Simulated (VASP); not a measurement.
# HfO2 in VASP: further runs

Runs on HfO2. Level: LDA. Tasks: single point.

Everything below comes from runs of VASP 6.6.1. Logs are shortened: lines on timing, memory, paths and dates and some standing lists are left out, and cuts for length are marked.

### Step 1. The cell of the first run

The structure is cubic, space group Fm-3m (No. 225). Conventional cell: a = 5.046 Å, b = 5.046 Å, c = 5.046 Å, α = 90.00°, β = 90.00°, γ = 90.00°. Within 2.9 Å of Hf (site symmetry m-3m) lie 8 O at 2.18 Å. Within 2.9 Å of O (site symmetry -43m) lie 4 Hf at 2.18 Å and 6 O at 2.52 Å.

### Step 2. Single point, LDA (volume scaled by 0.96)

INCAR reads:

```
SYSTEM = HfO2
PREC     = Accurate       ! precision mode
ENCUT    = 520            ! plane-wave cutoff, eV
EDIFF    = 1E-7           ! SCF threshold, eV
ISMEAR   = -1             ! smearing method
SIGMA    = 0.01           ! smearing width, eV
LREAL    = .FALSE.        ! projectors in reciprocal space
LASPH    = .TRUE.         ! aspherical terms in the spheres
NELM     = 100            ! most SCF steps
ALGO     = Normal         ! electronic algorithm
ISIF     = 2              ! what is computed and relaxed
LWAVE    = .FALSE.        ! write WAVECAR
LCHARG   = .FALSE.        ! write CHGCAR
GGA      = CA             ! functional
NBANDS   = 18             ! bands
```

KPOINTS reads:

```
Automatic mesh
0
G
  8 8 8
  0 0 0
```

POSCAR reads:

```
HfO2
1.0
    0.0000000000      2.5229349520      2.5229349520
    2.5229349520      0.0000000000      2.5229349520
    2.5229349520      2.5229349520      0.0000000000
Hf O
1 2
Direct
    0.0000000000      0.0000000000      0.0000000000
    0.2500000000      0.2500000000      0.2500000000
    0.7500000000      0.7500000000      0.7500000000
```

Potentials or basis: VASP PAW LDA potentials, release 64 (Hf_pv, O).

Command:

```sh
$ cat potpaw_LDA.64/Hf_pv/POTCAR potpaw_LDA.64/O/POTCAR > POTCAR
$ mpirun -np 1 vasp_std > vasp.out
```

OUTCAR:

```text
SYSTEM = HfO2
   PREC = Accurate
   ENCUT = 520
   EDIFF = 1E-7
   ISMEAR = -1
   LREAL = .FALSE.
   LASPH = .TRUE.
   NELM = 100
   ISIF = 2
   GGA = CA

 ion  position               nearest neighbor table
   1  0.000  0.000  0.000-   3 2.18   3 2.18   3 2.18   2 2.18   3 2.18   2 2.18   2 2.18   2 2.18

   2  0.250  0.250  0.250-   1 2.18   1 2.18   1 2.18   1 2.18
   3  0.750  0.750  0.750-   1 2.18   1 2.18   1 2.18   1 2.18

  LATTYP: Found a face centered cubic cell.
 ALAT       =     5.0458699040

  Lattice vectors:

 A1 = (   0.0000000000,   2.5229349520,   2.5229349520)
 A2 = (   2.5229349520,   0.0000000000,   2.5229349520)
 A3 = (   2.5229349520,   2.5229349520,   0.0000000000)

Analysis of symmetry for initial positions (statically):
=====================================================================
 Subroutine PRICEL returns:
 Original cell was already a primitive cell.

 Routine SETGRP: Setting up the symmetry group for a
 face centered cubic supercell.

 Subroutine GETGRP returns: Found 48 space group operations
 (whereof 48 operations were pure point group operations)
 out of a pool of 48 trial point group operations.

The static configuration has the point symmetry O_h .

Analysis of symmetry for dynamics (positions and initial velocities):
=====================================================================
 Subroutine PRICEL returns:
 Original cell was already a primitive cell.

 Routine SETGRP: Setting up the symmetry group for a
 face centered cubic supercell.

 Subroutine GETGRP returns: Found 48 space group operations
 (whereof 48 operations were pure point group operations)
 out of a pool of 48 trial point group operations.

The dynamic configuration has the point symmetry O_h .

 Subroutine INISYM returns: Found 48 space group operations
 (whereof 48 operations are pure point group operations),
 and found     1 'primitive' translations

----------------------------------------------------------------------------------------

                                     Primitive cell

  volume of cell :      32.1180

  direct lattice vectors                    reciprocal lattice vectors
     0.000000000  2.522934952  2.522934952    -0.198181883  0.198181883  0.198181883
     2.522934952  0.000000000  2.522934952     0.198181883 -0.198181883  0.198181883
     2.522934952  2.522934952  0.000000000     0.198181883  0.198181883 -0.198181883

  length of vectors
     3.567968826  3.567968826  3.567968826     0.343261091  0.343261091  0.343261091

  position of ions in fractional coordinates (direct lattice)
[... 81 lines left out ...]
   EDIFF  = 0.1E-06   stopping-criterion for ELM
   LREAL  =      F    real-space projection
   EDIFFG = 0.1E-05   stopping-criterion for IOM
   NSW    =      0    number of steps for IOM
   IBRION =     -1    ionic relax: 0-MD 1-quasi-New 2-CG
   NFREE  =      0    steps in history (QN), initial steepest desc. (CG)
   ISIF   =      2    stress and relaxation
   ISYM   =      2    0-nonsym 1-usesym 2-fastsym
   POTIM  = 0.5000    time-step for ionic-motion
   TEBEG  =    0.0;   TEEND  =   0.0 temperature during run
   PSTRESS=    0.0 pullay stress
   NELECT =      22.0000    total number of electrons
   NUPDOWN=      -1.0000    fix difference up-down
   EMIN   =  10.00;   EMAX   =-10.00  energy-range for DOS
   EFERMI =   0.00;   METHOD = LEGACY
   ISMEAR =    -1;   SIGMA  =   0.01  broadening in eV -4-tet -1-fermi 0-gaus
   EFERMI_NEDOS =   21; number of points for ismear=-14 and -15
   IALGO  =     38    algorithm
   IMIX   =      4    mixing-type and parameters
     AMIX     =   0.40;   BMIX     =  1.00
     AMIX_MAG =   1.60;   BMIX_MAG =  1.00
  volume/ion in A,a.u.               =      10.71        72.25
  Fermi-wavevector in a.u.,A,eV,Ry     =   1.443111  2.727084 28.335068  2.082569
  Thomas-Fermi vector in A             =   2.561555
   LORBIT       =      0    0 simple, 1 ext, 2 COOP (PROOUT), +10 PAW based schemes
   GGA     = CA    functional components
   LHFCALC =     F    Hartree Fock is set to
   AEXX    =    0.0000 exact exchange contribution
   IVDW    =     0    specifies the selected vdW correction
   LEPSILON=     F    determine dielectric tensor
   LRPA    =     F    only Hartree local field effects (RPA)
 non-spin polarized calculation
  energy-cutoff  :      520.00
  volume of cell :       32.12
 maximum number of plane-waves:       893
   NGX = 13   NGY = 13   NGZ = 13

 number of electron      21.9999992 magnetization

 Free energy of the ion-electron system (eV)
  ---------------------------------------------------
  ext. energy  EPLUGINS =         0.00000000
  ---------------------------------------------------
  free energy    TOTEN  =       -33.03313800 eV

  energy without entropy =      -33.03313800  energy(sigma->0) =      -33.03313800

 E-fermi :   4.4101     XC(G=0): -12.3875

 val. band max:        4.1797340372   @ k =   0.5000   0.5000   0.0000
 cond. band min:       7.8114100042   @ k =   0.5000   0.5000   0.0000
 fundamental gap:      3.6316759670
 Fermi energy:         4.4100570094

 k-point     1 :       0.0000    0.0000    0.0000
  band No.  band energies     occupation
      1     -25.2499      2.00000
      2     -25.2499      2.00000
      3     -25.2499      2.00000
      4     -14.3852      2.00000
      5     -11.1498      2.00000
      6      -1.3164      2.00000
[... 481 lines left out ...]
      5     -12.0834      2.00000
      6      -0.7945      2.00000
[... 10 lines left out ...]
     17      15.0263      0.00000
     18      16.8144      0.00000

 [... further k-points ...]

------------------------ aborting loop because EDIFF is reached ----------------------------------------

  FORCE on cell =-STRESS in cart. coord.  units (eV):
  Direction    XX          YY          ZZ          XY          YZ          ZX
  --------------------------------------------------------------------------------------
  -------------------------------------------------------------------------------------
  Total       -2.0403150     -2.0403150     -2.0403150      0.0000000      0.0000000     -0.0000000
  in kB     -101.7793445   -101.7793445   -101.7793445      0.0000000      0.0000000     -0.0000000
  external PRESSURE =    -101.7793445 kB  Pullay stress =       0.0000000 kB

 VOLUME and BASIS-vectors are now :
 -----------------------------------------------------------------------------
  energy-cutoff  :      520.00
  volume of cell :       32.12
      direct lattice vectors                 reciprocal lattice vectors
     0.000000000  2.522934952  2.522934952    -0.198181883  0.198181883  0.198181883
     2.522934952  0.000000000  2.522934952     0.198181883 -0.198181883  0.198181883
     2.522934952  2.522934952  0.000000000     0.198181883  0.198181883 -0.198181883

 POSITION                                       TOTAL-FORCE (eV/Angst)
 -----------------------------------------------------------------------------------
      0.00000      0.00000      0.00000        -0.000000      0.000000      0.000000
      1.26147      1.26147      1.26147         0.000000      0.000000      0.000000
      3.78440      3.78440      3.78440        -0.000000     -0.000000     -0.000000
 -----------------------------------------------------------------------------------
    total drift:                                0.000000      0.000000      0.000000

  FREE ENERGIE OF THE ION-ELECTRON SYSTEM (eV)
  ---------------------------------------------------
  free  energy   TOTEN  =       -33.0331380009 eV

  energy  without entropy=      -33.0331380009  energy(sigma->0) =      -33.03313800
```

OSZICAR:

```text
N       E                     dE             d eps       ncg     rms          rms(c)
DAV:   1     0.830747912834E+02    0.83075E+02   -0.12760E+04  1044   0.122E+03
DAV:   2    -0.349318464591E+02   -0.11801E+03   -0.11414E+03  1352   0.279E+02
DAV:   3    -0.386474768824E+02   -0.37156E+01   -0.37013E+01  1212   0.437E+01
DAV:   4    -0.386677893264E+02   -0.20312E-01   -0.20307E-01  1310   0.365E+00
DAV:   5    -0.386679049367E+02   -0.11561E-03   -0.11561E-03  1210   0.257E-01    0.510E+01
DAV:   6    -0.332662375446E+02    0.54017E+01   -0.19784E+01  1068   0.318E+01    0.438E+01
DAV:   7    -0.331041132065E+02    0.16212E+00   -0.69844E-01  1196   0.684E+00    0.299E+01
DAV:   8    -0.330554768444E+02    0.48636E-01   -0.30620E-01  1164   0.474E+00    0.914E+00
DAV:   9    -0.330335965823E+02    0.21880E-01   -0.67788E-02  1154   0.211E+00    0.280E+00
DAV:  10    -0.330331400189E+02    0.45656E-03   -0.20982E-03  1202   0.341E-01    0.501E-01
DAV:  11    -0.330331374685E+02    0.25504E-05   -0.12854E-04  1196   0.985E-02    0.537E-02
DAV:  12    -0.330331379211E+02   -0.45262E-06   -0.22348E-06  1270   0.119E-02    0.176E-02
DAV:  13    -0.330331380009E+02   -0.79807E-07   -0.17221E-07  1168   0.310E-03
   1 F= -.33033138E+02 E0= -.33033138E+02  d E =-.279876E-12
```

Run time: 11 s. Hardware: 1 thread of AMD EPYC 9R14 (Zen 4), shared host; peak memory 0.12 GiB.

What came out:

| Quantity | Value |
| --- | --- |
| Free energy | -33.0331 eV |
| Pressure | -10.2 GPa |
| Band gap on the k mesh | 3.63 eV, direct |

Caveat: spin-orbit coupling is left out, which moves the levels of the heavy elements. A k mesh can miss the band edges.

### Step 3. Single point, LDA (zz strain of -1 %)

INCAR reads:

```
SYSTEM = HfO2
  PREC = Accurate
  ENCUT = 520
  EDIFF = 1E-6
  ISMEAR = -1
  SIGMA = 0.01
  LREAL = .FALSE.
  LASPH = .TRUE.
  NELM = 80
  ALGO = Normal
  ISIF = 2
  LWAVE = .FALSE.
  LCHARG = .FALSE.
  GGA = CA
  NBANDS = 18
```

KPOINTS is that of step 2.

POSCAR reads:

```
HfO2
1.0
    0.0000000000      2.5575000000      2.5319250000
    2.5575000000      0.0000000000      2.5319250000
    2.5575000000      2.5575000000      0.0000000000
Hf O
1 2
Direct
    0.0000000000      0.0000000000      0.0000000000
    0.2500000000      0.2500000000      0.2500000000
    0.7500000000      0.7500000000      0.7500000000
```

Potentials or basis: VASP PAW LDA potentials, release 64 (Hf_pv, O).

Command:

```sh
$ cat potpaw_LDA.64/Hf_pv/POTCAR potpaw_LDA.64/O/POTCAR > POTCAR
$ mpirun -np 1 vasp_std > vasp.out
```

Run time: 19 s. Hardware: 1 thread of Intel Xeon Platinum 8488C (Sapphire Rapids), shared host; peak memory 0.15 GiB.

Results (log left out):

```yaml
Free_energy: -32.9450 eV
Pressure: -17.2 GPa
Band_gap_on_the_k_mesh: 3.47 eV, indirect (the least direct gap lies 1.2 meV higher)
```

Stress tensor (GPa, compression positive):
```
-18.77   0.00   0.00
  0.00 -18.77   0.00
  0.00   0.00 -14.15
```

Levels at points of the mesh, in eV from the valence-band top:
| k point | band 9 | band 10 | band 11 | band 12 | band 13 | band 14 |
| --- | --- | --- | --- | --- | --- | --- |
| (0.00, 0.00, 0.00) | -0.72 | -0.72 | -0.59 | 3.52 | 3.62 | 5.49 |
| (0.50, 0.00, 0.00) | -2.80 | -1.90 | -1.89 | 4.27 | 4.31 | 6.70 |
| (0.50, 0.50, 0.00) | -1.63 | -1.63 | 0.00 | 3.48 | 5.17 | 6.47 |
| (0.50, 0.00, 0.50) | -1.67 | -1.49 | -0.11 | 3.47 | 5.17 | 6.32 |

Caveat: the cell differs from its parent crystal (zz strain of -1 %); spin-orbit coupling is left out, which moves the levels of the heavy elements. A k mesh can miss the band edges.

### Step 4. Single point, LDA (zz strain of +2 %)

INCAR reads:

```
PREC = Accurate ; ENCUT = 520
EDIFF = 1E-7 ; ISMEAR = -1
SIGMA = 0.01 ; LREAL = F
LASPH = T ; NELM = 60
ALGO = Normal ; ISIF = 2
LWAVE = F ; LCHARG = F
GGA = CA ; NBANDS = 18
```

KPOINTS reads:

```
regular mesh
0
Gamma
  8 8 8
```

POSCAR reads:

```
HfO2
1.0
    0.0000000000      2.5575000000      2.6086500000
    2.5575000000      0.0000000000      2.6086500000
    2.5575000000      2.5575000000      0.0000000000
Hf O
1 2
Direct
    0.0000000000      0.0000000000      0.0000000000
    0.2500000000      0.2500000000      0.2500000000
    0.7500000000      0.7500000000      0.7500000000
```

Command:

```sh
$ cat potpaw_LDA.64/Hf_pv/POTCAR potpaw_LDA.64/O/POTCAR > POTCAR
$ mpirun -np 1 vasp_std > vasp.out
```

It took 20 s on 1 thread of Intel Xeon Platinum 8488C (Sapphire Rapids), shared host; peak memory 0.16 GiB.

It converged, with:

```yaml
Free_energy: -32.8102 eV
Pressure: -23.1 GPa
Band_gap_on_the_k_mesh: 3.38 eV, indirect (the least direct gap lies 1.9 meV higher)
```

Stress tensor (GPa, compression positive):
```
-20.20   0.00   0.00
  0.00 -20.20   0.00
  0.00   0.00 -28.98
```

Levels at points of the mesh, in eV from the valence-band top:
```
           k point  band 9  band 10  band 11  band 12  band 13  band 14
(0.00, 0.00, 0.00)   -0.83    -0.57    -0.57     3.38     3.60     5.27
(0.50, 0.00, 0.00)   -2.73    -1.87    -1.84     4.14     4.23     6.42
(0.50, 0.50, 0.00)   -1.49    -1.49    -0.20     3.40     5.01     5.91
(0.50, 0.00, 0.50)   -1.74    -1.41     0.00     3.38     5.03     6.19
```

Caveat: the cell differs from its parent crystal (zz strain of +2 %); spin-orbit coupling is left out, which moves the levels of the heavy elements. A k mesh can miss the band edges.

### Step 5. Single point, LDA (equal xy, yz and zx shear strains of -2 %)

INCAR reads:

```
SYSTEM = HfO2
PREC = Accurate ; ENCUT = 520
EDIFF = 1E-6 ; ISMEAR = -1
SIGMA = 0.01 ; LREAL = .False.
LASPH = .True. ; NELM = 80
ALGO = Normal ; ISIF = 2
LWAVE = .False. ; LCHARG = .False.
NBANDS = 18
```

KPOINTS reads:

```
Automatic mesh
0
Gamma
  8 8 8
  0 0 0
```

POSCAR reads:

```
HfO2
1.0
   -0.0511500000      2.5319250000      2.5319250000
    2.5319250000     -0.0511500000      2.5319250000
    2.5319250000      2.5319250000     -0.0511500000
Hf O
1 2
Direct
    0.0000000000      0.0000000000      0.0000000000
    0.2500000000      0.2500000000      0.2500000000
    0.7500000000      0.7500000000      0.7500000000
```

Command:

```sh
$ cat potpaw_LDA.64/Hf_pv/POTCAR potpaw_LDA.64/O/POTCAR > POTCAR
$ mpirun -np 1 vasp_std > vasp.out
```

Wall time 40 s (1 thread of Intel Xeon 6975P-C, shared host); peak memory 0.16 GiB.

The run converged. Its results:

```
Free energy            : -32.9020 eV
Pressure               : -19.0 GPa
Largest force          : 0.187 eV/Å
Band gap on the k mesh : 3.53 eV, direct
```

Forces on the atoms (eV/Å):
```
Hf   0.000  0.000  0.000
O    0.108  0.108  0.108
O   -0.108 -0.108 -0.108
```

Stress tensor (GPa, compression positive):
```
-18.98   1.60   1.60
  1.60 -18.98   1.60
  1.60   1.60 -18.98
```

Levels at points of the mesh, in eV from the valence-band top:
```
           k point  band 8  band 9  band 10  band 11  band 12  band 13  band 14  band 15
(0.00, 0.00, 0.00)   -5.21   -0.62    -0.59    -0.59     3.63     3.63     5.48     9.93
(0.50, 0.00, 0.00)   -3.00   -2.72    -1.84    -1.74     4.23     4.41     6.60     8.73
(0.50, 0.50, 0.00)   -3.34   -1.64    -1.38     0.00     3.53     5.21     6.32     7.66
(0.50, 0.50, 0.50)   -3.14   -2.64    -1.85    -1.85     4.41     4.41     6.97     8.70
```

Caveat: the cell differs from its parent crystal (equal xy, yz and zx shear strains of -2 %); spin-orbit coupling is left out, which moves the levels of the heavy elements.

### Step 6. The runs side by side

| cell | gap on the mesh (eV) | pressure (GPa) |
| --- | --- | --- |
| a = 3.568 Å, angles 60.0°, 3 atoms | 3.63 | -10.2 |
| a = 3.599, b = 3.599, c = 3.617 Å, angles 59.8, 59.8, 60.3°, 3 atoms | 3.47 | -17.2 |
| a = 3.653, b = 3.653, c = 3.617 Å, angles 60.3, 60.3, 59.3°, 3 atoms | 3.38 | -23.1 |
| a = 3.581 Å, angles 61.3°, 3 atoms | 3.53 | -19.0 |

Alike in all rows: task single point; level LDA; potentials or basis VASP PAW LDA potentials, release 64 (Hf_pv, O); no spin polarisation; k mesh 8 × 8 × 8; cutoff (eV) 520; smearing fermi-dirac 0.01 eV.

Caveats: spin-orbit coupling is left out, which moves the levels of the heavy elements.

Absolute energies hang on the potentials; compare differences alone.
